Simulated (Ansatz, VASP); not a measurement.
## One calculation of SrO, two programs

```
Sr O
1.0
     0.00000    2.56630    2.56630
     2.56630    0.00000    2.56630
     2.56630    2.56630    0.00000
Sr O
1 1
Direct
  0.50000 0.50000 0.50000
  0.00000 0.00000 0.00000
```

Alike in both runs: task single point; functional LDA; k mesh 8 × 8 × 8; occupations fermi-dirac, width 0.05 eV; no spin polarisation.

|  | VASP | Ansatz |
| --- | --- | --- |
| version | VASP 6.6.1 | Ansatz 0.2.0 |
| potentials or method | VASP PAW LDA potentials, release 64 (Sr_sv, O) | plane waves, PAW |
| plane-wave cutoff (eV) | 600 | 420 |
| valence electrons in the cell | 16 | 16 |

```tsv
	VASP	Ansatz	Ansatz less VASP
gap on the k mesh at the Fermi level (eV)	3.10	3.15	+0.057
```

LDA's correlation is that of Perdew and Zunger in VASP and of Perdew and Wang (1992) in Ansatz.
